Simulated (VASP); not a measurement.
Set up this calculation in VASP 6.6.1, as the native input.

| Item | Value |
| --- | --- |
| Task | single point |
| Functional | PBEsol |
| Potentials or basis | VASP PAW PBE potentials, release 64 (K_sv, Ta_pv, O) |
| Cutoff | 520 eV |
| k mesh | 8 × 8 × 8 |
| Occupations | gaussian, width 0.05 eV |
| Spin | no spin polarisation |
| Dipole correction | no |
| Further INCAR settings | ALGO = Normal; EDIFF = 1e-06; NBANDS = 27 |

The structure of KTaO3 lies in POSCAR:

```
KTaO3
1.0
    3.6864562343      0.0000000000      0.0000000000
    0.0000000000      3.9853580911      0.0000000000
    0.0000000000      0.0000000000      3.5469687011
K Ta O
1 1 3
Direct
    0.5000000000      0.5000000000      0.5000000000
    0.0000000000      0.0000000000      0.0000000000
    0.5000000000      0.0000000000      0.0000000000
    0.0000000000      0.5000000000      0.0000000000
    0.0000000000      0.0000000000      0.5000000000
```

This cell differs from its parent crystal: normal strain along x -0.0750, normal strain along z -0.1100.

These files were run (other wordings do the same):

INCAR

```
  ALGO = Normal
  EDIFF = 1E-6
  ENCUT = 520
  GGA = PS
  ISIF = 2
  ISMEAR = 0
  LASPH = T
  LCHARG = F
  LREAL = F
  LWAVE = F
  NBANDS = 27
  NELM = 60
  PREC = Accurate
  SIGMA = 0.05
```

KPOINTS

```
k-points
0
Gamma
  8 8 8
```

Potentials or basis: VASP PAW PBE potentials, release 64 (K_sv, Ta_pv, O).

Launch:

```bash
$ cat potpaw_PBE.64/K_sv/POTCAR potpaw_PBE.64/Ta_pv/POTCAR potpaw_PBE.64/O/POTCAR > POTCAR
$ mpirun -np 1 vasp_std > vasp.out
```

Results of the run:

| Quantity | Value |
| --- | --- |
| Pressure | 69.3 GPa |
| Band gap on the k mesh | 2.24 eV (least direct gap 2.35 eV) |

Caveat: the cell differs from its parent crystal (normal strain along x -0.0750, normal strain along z -0.1100); the cell stands under pressure; the PAW data sets were made with another functional, which shifts forces and pressure a little; spin-orbit coupling is left out, which moves the levels of the heavy elements.

Run time: 64 s on 1 thread of Intel(R) Xeon(R) 6975P-C (Granite Rapids) (shared host), peak memory 0.28 GiB.
